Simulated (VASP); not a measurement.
# NiSb in VASP: a series of runs

Runs on NiSb. Level: PBE. Tasks: single point.

Program: VASP 6.6.1. These are calculated values, not measurements. Logs are shortened: lines on timing, memory, paths and dates and some standing lists are left out, and cuts for length are marked.

**1. The cell of the first run**

Symmetry: Immm, No. 71, orthorhombic system. Conventional cell: a = 3.687 Å, b = 3.762 Å, c = 5.267 Å, α = 90.00°, β = 90.00°, γ = 90.00°. Within 3.5 Å of Ni (site symmetry mmm) lie 6 Sb at 2.63 Å. Sb (site symmetry mmm) has 6 Ni at 2.63 Å within 3.5 Å.

**2. Single point, PBE, collinear spin**

INCAR

```
PREC     = Accurate       # precision mode
ENCUT    = 520            # plane-wave cutoff, eV
EDIFF    = 1E-7           # SCF threshold, eV
ISMEAR   = 0              # smearing method
SIGMA    = 0.05           # smearing width, eV
LREAL    = False          # projectors in reciprocal space
LASPH    = True           # aspherical terms in the spheres
NELM     = 150            # most SCF steps
ALGO     = Normal         # electronic algorithm
ISIF     = 2              # what is computed and relaxed
LWAVE    = False          # write WAVECAR
LCHARG   = False          # write CHGCAR
ISPIN    = 2              # spin polarisation
MAGMOM   = 0.05 0         # initial moments
LORBIT   = 11             # projections on sites
LMAXMIX  = 4              # l up to which the mixer works
GGA      = PE             # functional
NBANDS   = 18             # bands
```

KPOINTS

```
regular mesh
0
Gamma
  12 12 12
```

POSCAR

```
NiSb
1.0
    0.0263373783      2.6337378275      2.6337378275
    2.6337378275      0.0263373783      2.6337378275
    2.6600752058      2.6600752058      0.0000000000
Ni Sb
1 1
Direct
    0.5000000000      0.5000000000      0.5000000000
    0.0000000000      0.0000000000      0.0000000000
```

Potentials or basis: VASP PAW PBE potentials, release 64 (Ni, Sb).

Command:

```
> cat potpaw_PBE.64/Ni/POTCAR potpaw_PBE.64/Sb/POTCAR > POTCAR
> mpirun -np 1 vasp_std > vasp.out
```

OUTCAR:

```text
PREC = Accurate
   ENCUT = 520
   EDIFF = 1E-7
   ISMEAR = 0
   LREAL = False
   LASPH = True
   NELM = 150
   ISIF = 2
   ISPIN = 2
   LORBIT = 11
   GGA = PE

 ion  position               nearest neighbor table
   1  0.500  0.500  0.500-   2 2.63   2 2.63   2 2.63   2 2.63   2 2.63   2 2.63
   2  0.000  0.000  0.000-   1 2.63   1 2.63   1 2.63   1 2.63   1 2.63   1 2.63

  LATTYP: Found a body centered orthorhombic cell.
 ALAT       =     3.6874210778
 B/A-ratio  =     1.0202020202
 C/A-ratio  =     1.4284985479

  Lattice vectors:

 A1 = (   2.6337378275,   0.0263373783,  -2.6337378275)
 A2 = (  -2.6337378275,  -0.0263373783,  -2.6337378275)
 A3 = (   0.0263373783,   2.6337378275,   2.6337378275)

Analysis of symmetry for initial positions (statically):
=====================================================================
 Subroutine PRICEL returns:
 Original cell was already a primitive cell.

 Routine SETGRP: Setting up the symmetry group for a
 body centered orthorhombic supercell.

 Subroutine GETGRP returns: Found  8 space group operations
 (whereof  8 operations were pure point group operations)
 out of a pool of  8 trial point group operations.

The static configuration has the point symmetry D_2h.

Analysis of symmetry for dynamics (positions and initial velocities):
=====================================================================
 Subroutine PRICEL returns:
 Original cell was already a primitive cell.

 Routine SETGRP: Setting up the symmetry group for a
 body centered orthorhombic supercell.

 Subroutine GETGRP returns: Found  8 space group operations
 (whereof  8 operations were pure point group operations)
 out of a pool of  8 trial point group operations.

The dynamic configuration has the point symmetry D_2h.

Analysis of structural, dynamic, and magnetic symmetry:
=====================================================================
 Subroutine PRICEL returns:
 Original cell was already a primitive cell.

 Routine SETGRP: Setting up the symmetry group for a
 body centered orthorhombic supercell.

 Subroutine GETGRP returns: Found  8 space group operations
 (whereof  8 operations were pure point group operations)
 out of a pool of  8 trial point group operations.

The overall configuration has the point symmetry D_2h.

 Subroutine INISYM returns: Found  8 space group operations
 (whereof  8 operations are pure point group operations),
 and found     1 'primitive' translations

----------------------------------------------------------------------------------------

                                     Primitive cell

[... 114 lines left out ...]
   LORBIT       =     11    0 simple, 1 ext, 2 COOP (PROOUT), +10 PAW based schemes
   GGA     = PE    functional components
   LHFCALC =     F    Hartree Fock is set to
   AEXX    =    0.0000 exact exchange contribution
   IVDW    =     0    specifies the selected vdW correction
   LEPSILON=     F    determine dielectric tensor
   LRPA    =     F    only Hartree local field effects (RPA)
 spin polarized calculation
 Gauss-broadening in eV      SIGMA  =   0.05
  energy-cutoff  :      520.00
  volume of cell :       36.53
 maximum number of plane-waves:      1006
   NGX = 13   NGY = 13   NGZ = 13

 number of electron      14.9999999 magnetization       0.0000159

 number of electron      14.9999999 magnetization      -0.0000086

 Free energy of the ion-electron system (eV)
  ---------------------------------------------------
  ext. energy  EPLUGINS =         0.00000000
  ---------------------------------------------------
  free energy    TOTEN  =        -9.61621466 eV

  energy without entropy =       -9.61471112  energy(sigma->0) =       -9.61546289

 E-fermi :   8.8879     XC(G=0): -11.2319

 val. band max:        8.8847968936   @ k =  -0.3333   0.4167   0.0833
 cond. band min:       8.8926912265   @ k =  -0.2500   0.2500   0.0833
 fundamental gap:      0.0078943329
 Fermi energy:         8.8878934025

 spin component 1

 k-point     1 :       0.0000    0.0000    0.0000
  band No.  band energies     occupation
      1      -3.3100      1.00000
      2       7.0806      1.00000
      3       7.1048      1.00000
      4       7.1300      1.00000
      5       7.1518      1.00000
      6       7.1529      1.00000
[... 493 lines left out ...]
     17      26.4449      0.00000
     18      27.3622      0.00000

 [... further k-points ...]

 spin component 2

 k-point     1 :       0.0000    0.0000    0.0000
  band No.  band energies     occupation
      1      -3.3100      1.00000
      2       7.0806      1.00000
      3       7.1048      1.00000
      4       7.1300      1.00000
      5       7.1518      1.00000
      6       7.1529      1.00000
[... 493 lines left out ...]
     17      26.4449      0.00000
     18      27.3622      0.00000

 [... further k-points ...]

------------------------ aborting loop because EDIFF is reached ----------------------------------------

  FORCE on cell =-STRESS in cart. coord.  units (eV):
  Direction    XX          YY          ZZ          XY          YZ          ZX
  --------------------------------------------------------------------------------------
  -------------------------------------------------------------------------------------
  Total       -0.0266565     -0.0266565     -0.0346461     -0.0224051      0.0000000      0.0000000
  in kB       -1.1689884     -1.1689884     -1.5193624     -0.9825451      0.0000000      0.0000000
  external PRESSURE =      -1.2857797 kB  Pullay stress =       0.0000000 kB

 VOLUME and BASIS-vectors are now :
 -----------------------------------------------------------------------------
  energy-cutoff  :      520.00
  volume of cell :       36.53
      direct lattice vectors                 reciprocal lattice vectors
     0.026337378  2.633737828  2.633737828    -0.191761875  0.191761875  0.189844257
     2.633737828  0.026337378  2.633737828     0.191761875 -0.191761875  0.189844257
     2.660075206  2.660075206  0.000000000     0.187964611  0.187964611 -0.189844257

 POSITION                                       TOTAL-FORCE (eV/Angst)
 -----------------------------------------------------------------------------------
      2.66008      2.66008      2.63374        -0.000000     -0.000000      0.000000
      0.00000      0.00000      0.00000         0.000000      0.000000     -0.000000
 -----------------------------------------------------------------------------------
    total drift:                                0.000000      0.000000      0.000000

  FREE ENERGIE OF THE ION-ELECTRON SYSTEM (eV)
  ---------------------------------------------------
  free  energy   TOTEN  =        -9.6162146624 eV

  energy  without entropy=       -9.6147111178  energy(sigma->0) =       -9.61546289

 total charge

# of ion       s       p       d       tot
------------------------------------------
    1        0.469   0.354   8.456   9.280
    2        1.152   1.197   0.062   2.411
--------------------------------------------------
tot          1.621   1.551   8.518  11.690

 magnetization (x)

# of ion       s       p       d       tot
------------------------------------------
    1       -0.000  -0.000  -0.000  -0.000
    2        0.000   0.000   0.000   0.000
--------------------------------------------------
tot         -0.000  -0.000  -0.000  -0.000
```

OSZICAR:

```text
N       E                     dE             d eps       ncg     rms          rms(c)
DAV:   1     0.629308556208E+02    0.62931E+02   -0.57087E+03 20344   0.797E+02
DAV:   2    -0.701750870693E+01   -0.69948E+02   -0.62737E+02 20806   0.176E+02
DAV:   3    -0.102327163433E+02   -0.32152E+01   -0.31201E+01 25742   0.411E+01
DAV:   4    -0.102762444399E+02   -0.43528E-01   -0.43488E-01 23532   0.442E+00
DAV:   5    -0.102771480108E+02   -0.90357E-03   -0.90351E-03 24428   0.707E-01    0.890E+00
DAV:   6    -0.120908238799E+02   -0.18137E+01   -0.18330E+01 21740   0.590E+01    0.139E+01
DAV:   7    -0.962948570868E+01    0.24613E+01   -0.63664E+00 24522   0.408E+01    0.179E+00
DAV:   8    -0.962634447496E+01    0.31412E-02   -0.21711E-01 26536   0.444E+00    0.138E+00
DAV:   9    -0.961629827566E+01    0.10046E-01   -0.52024E-02 26656   0.294E+00    0.266E-01
DAV:  10    -0.961620796980E+01    0.90306E-04   -0.10168E-03 27088   0.348E-01    0.162E-01
DAV:  11    -0.961621901868E+01   -0.11049E-04   -0.11069E-04 21404   0.683E-02    0.386E-02
DAV:  12    -0.961621902507E+01   -0.63903E-08   -0.79754E-06 24958   0.286E-02    0.176E-02
DAV:  13    -0.961621680122E+01    0.22239E-05   -0.29172E-06 27944   0.159E-02    0.816E-03
DAV:  14    -0.961621479490E+01    0.20063E-05   -0.22084E-06 30458   0.150E-02    0.166E-03
DAV:  15    -0.961621464439E+01    0.15051E-06   -0.14795E-07 18476   0.266E-03    0.194E-03
DAV:  16    -0.961621466245E+01   -0.18051E-07   -0.25486E-08 11174   0.196E-03
   1 F= -.96162147E+01 E0= -.96154629E+01  d E =-.150354E-02  mag=    -0.0000
```

It took 3.6 min on 1 thread of Intel Xeon 6975P-C, shared host; peak memory 0.4 GiB.

Results:

| Quantity | Value |
| --- | --- |
| Free energy | -9.6162 eV |
| Pressure | -0.1 GPa |
| Net moment | 0.00 μB per cell |
| Valence electrons inside the program's atomic spheres | Ni 9.28; Sb 2.41 |

Stress tensor (GPa, compression positive):
```
-0.12 -0.10  0.00
-0.10 -0.12  0.00
 0.00  0.00 -0.15
```

Levels at points of the mesh, in eV from the Fermi level:
Spin up:
```
           k point  band 4  band 5  band 6  band 7  band 8  band 9  band 10  band 11
(0.00, 0.00, 0.00)   -1.76   -1.74   -1.73    2.10    2.25    2.42     7.24     9.04
(0.50, 0.00, 0.00)   -2.81   -1.41   -1.39   -1.14    3.66    3.67     5.18     5.59
(0.50, 0.50, 0.00)   -1.55   -1.38   -1.25   -1.24   -1.02   -0.82     1.76     5.52
(0.00, 0.00, 0.50)   -2.76   -1.43   -1.40   -1.18    3.74    3.76     5.37     5.77
(0.50, 0.00, 0.50)   -1.55   -1.25   -1.25   -1.20   -1.20   -0.81     1.77     5.50
```
Spin down:
```tsv
k point	band 5	band 6	band 7	band 8	band 9	band 10
(0.00, 0.00, 0.00)	-1.74	-1.73	2.10	2.25	2.42	7.24
(0.50, 0.00, 0.00)	-1.41	-1.39	-1.14	3.66	3.67	5.18
(0.50, 0.50, 0.00)	-1.38	-1.25	-1.24	-1.02	-0.82	1.76
(0.00, 0.00, 0.50)	-1.43	-1.40	-1.18	3.74	3.76	5.37
(0.50, 0.00, 0.50)	-1.25	-1.25	-1.20	-1.20	-0.81	1.77
```

Caveat: spin-orbit coupling is left out, which moves the levels of the heavy elements.

**3. Single point, PBE, non-collinear spin, typed start, spin-orbit coupling**

INCAR

```
  PREC = Accurate
  ENCUT = 520
  EDIFF = 1E-7
  ISMEAR = 0
  SIGMA = 0.05
  LREAL = False
  LASPH = True
  NELM = 150
  ALGO = Normal
  ISIF = 2
  LWAVE = False
  LCHARG = False
  LNONCOLLINEAR = True
  MAGMOM = 0 0 0.8 0 0 0
  LORBIT = 11
  LSORBIT = True
  GGA_COMPAT = False
  LORBMOM = True
  LMAXMIX = 4
  GGA = PE
  NBANDS = 27
```

KPOINTS is that of step 2.

POSCAR

```
NiSb
1.0
    0.0000000000      2.6337378275      2.6337378275
    2.6337378275      0.0000000000      2.6337378275
    2.6337378275      2.6337378275      0.0000000000
Ni Sb
1 1
Direct
    0.5000000000      0.5000000000      0.5000000000
    0.0000000000      0.0000000000      0.0000000000
```

Potentials or basis: VASP PAW PBE potentials, release 64 (Ni, Sb).

Command:

```
> cat potpaw_PBE.64/Ni/POTCAR potpaw_PBE.64/Sb/POTCAR > POTCAR
> mpirun -np 1 vasp_ncl > vasp.out
```

OUTCAR:

```text
PREC = Accurate
   ENCUT = 520
   EDIFF = 1E-7
   ISMEAR = 0
   LREAL = False
   LASPH = True
   NELM = 150
   ISIF = 2
   LNONCOLLINEAR = True
   LORBIT = 11
   LSORBIT = True
   GGA = PE

 ion  position               nearest neighbor table
   1  0.500  0.500  0.500-   2 2.63   2 2.63   2 2.63   2 2.63   2 2.63   2 2.63
   2  0.000  0.000  0.000-   1 2.63   1 2.63   1 2.63   1 2.63   1 2.63   1 2.63

  LATTYP: Found a face centered cubic cell.
 ALAT       =     5.2674756550

  Lattice vectors:

 A1 = (   0.0000000000,   2.6337378275,   2.6337378275)
 A2 = (   2.6337378275,   0.0000000000,   2.6337378275)
 A3 = (   2.6337378275,   2.6337378275,   0.0000000000)

Analysis of symmetry for initial positions (statically):
=====================================================================
 Subroutine PRICEL returns:
 Original cell was already a primitive cell.

 Routine SETGRP: Setting up the symmetry group for a
 face centered cubic supercell.

[... 988 lines left out ...]
     0.0000000     0.0000000     0.0000000     0.0000000     0.0000000     0.0000000     0.0000000
     0.0000000     0.0000000     0.0000000     0.0000000     0.0000000     0.0000000     0.0000000
     0.0000000     0.0000000     0.0000000     0.0000000     0.0000000     0.0000000     0.0000000
     0.0000000     0.0000000     0.0000000     0.0000000     0.0000000     0.0000000     0.0000000
     0.0000000     0.0000000     0.0000000     0.0000000     0.0000000     0.0000000     0.0000000
     0.0000000     0.0000000     0.0000000     0.0000000     0.0000000     0.0000000     0.0000000

 Ion:    2  E_soc:     -0.1200038
 l=   1
     0.0000000    -0.0196728    -0.0196728
    -0.0196728     0.0000000    -0.0196728
    -0.0196728    -0.0196728     0.0000000
 l=   2
     0.0000000    -0.0000402     0.0000000    -0.0000402    -0.0002876
    -0.0000402     0.0000000    -0.0002157    -0.0000402    -0.0000719
     0.0000000    -0.0002157     0.0000000    -0.0002157     0.0000000
    -0.0000402    -0.0000402    -0.0002157     0.0000000    -0.0000719
    -0.0002876    -0.0000719     0.0000000    -0.0000719     0.0000000
 l=   3
     0.0000000     0.0000000     0.0000000     0.0000000     0.0000000     0.0000000     0.0000000
     0.0000000     0.0000000     0.0000000     0.0000000     0.0000000     0.0000000     0.0000000
     0.0000000     0.0000000     0.0000000     0.0000000     0.0000000     0.0000000     0.0000000
     0.0000000     0.0000000     0.0000000     0.0000000     0.0000000     0.0000000     0.0000000
     0.0000000     0.0000000     0.0000000     0.0000000     0.0000000     0.0000000     0.0000000
     0.0000000     0.0000000     0.0000000     0.0000000     0.0000000     0.0000000     0.0000000
     0.0000000     0.0000000     0.0000000     0.0000000     0.0000000     0.0000000     0.0000000

 total charge

# of ion       s       p       d       tot
------------------------------------------
    1        0.469   0.354   8.456   9.279
    2        1.151   1.200   0.062   2.413
--------------------------------------------------
tot          1.620   1.554   8.518  11.692

 magnetization (x)

# of ion       s       p       d       tot
------------------------------------------
    1        0.000   0.000   0.000   0.000
    2        0.000   0.000   0.000   0.000
--------------------------------------------------
tot          0.000   0.000   0.000   0.000

 magnetization (y)

# of ion       s       p       d       tot
------------------------------------------
    1        0.000   0.000   0.000   0.000
    2        0.000   0.000   0.000   0.000
--------------------------------------------------
tot          0.000   0.000   0.000   0.000

 magnetization (z)

# of ion       s       p       d       tot
------------------------------------------
    1        0.000   0.000   0.000   0.000
    2        0.000  -0.000  -0.000  -0.000
--------------------------------------------------
tot          0.000  -0.000   0.000   0.000
```

OSZICAR:

```text
N       E                     dE             d eps       ncg     rms          rms(c)
DAV:   1     0.847838216760E+02    0.84784E+02   -0.59825E+03 13076   0.113E+03
DAV:   2    -0.509912704001E+01   -0.89883E+02   -0.84359E+02 13316   0.250E+02
DAV:   3    -0.102001686895E+02   -0.51010E+01   -0.49149E+01 15890   0.701E+01
DAV:   4    -0.103053786459E+02   -0.10521E+00   -0.10497E+00 15211   0.937E+00
DAV:   5    -0.103083503200E+02   -0.29717E-02   -0.29714E-02 16642   0.168E+00    0.951E+00
DAV:   6    -0.123101177711E+02   -0.20018E+01   -0.11675E+01 14673   0.818E+01    0.147E+01
DAV:   7    -0.968424625847E+01    0.26259E+01   -0.51987E+00 15851   0.577E+01    0.225E+00
DAV:   8    -0.969354514784E+01   -0.92989E-02   -0.37051E-01 18245   0.782E+00    0.154E+00
DAV:   9    -0.968277279372E+01    0.10772E-01   -0.51994E-02 16861   0.410E+00    0.445E-01
DAV:  10    -0.968318007761E+01   -0.40728E-03   -0.14381E-03 17877   0.562E-01    0.196E-01
DAV:  11    -0.968324238911E+01   -0.62312E-04   -0.21498E-04 17487   0.298E-01    0.981E-02
DAV:  12    -0.968325335086E+01   -0.10962E-04   -0.66971E-05 18354   0.166E-01    0.329E-02
DAV:  13    -0.968325467661E+01   -0.13257E-05   -0.86598E-06 16719   0.404E-02    0.123E-02
DAV:  14    -0.968325318742E+01    0.14892E-05   -0.17296E-06 19700   0.227E-02    0.539E-03
DAV:  15    -0.968325214622E+01    0.10412E-05   -0.49621E-07 19911   0.110E-02    0.165E-03
DAV:  16    -0.968325193375E+01    0.21247E-06   -0.44570E-08  8785   0.322E-03    0.145E-03
DAV:  17    -0.968325194566E+01   -0.11908E-07   -0.23706E-08  7521   0.309E-03
   1 F= -.96832519E+01 E0= -.96824569E+01  d E =-.159017E-02  mag=     0.0000    -0.0000    -0.0000
```

stdout:

```text
POSCAR found type information on POSCAR NiSb
 POSCAR found :  2 types and       2 ions
 scaLAPACK will be used
 LDA part: xc-table for (Slater+PW92), standard interpolation
 POSCAR, INCAR and KPOINTS ok, starting setup
 FFT: planning ... GRIDC
 FFT: planning ... GRID_SOFT
 FFT: planning ... GRID
 WAVECAR not read
 entering main loop
```

Wall time 9.5 min (1 thread of Intel Xeon 6975P-C, shared host); peak memory 0.5 GiB.

Results:

| Quantity | Value |
| --- | --- |
| Free energy | -9.6833 eV |
| Pressure | -0.1 GPa |
| Net moment | 0.00 μB per cell |
| Valence electrons inside the program's atomic spheres | Ni 9.28; Sb 2.41 |

Moments on the atoms (μB; x, y, z):
```
Ni  0.00 0.00 0.00
Sb  0.00 0.00 0.00
```
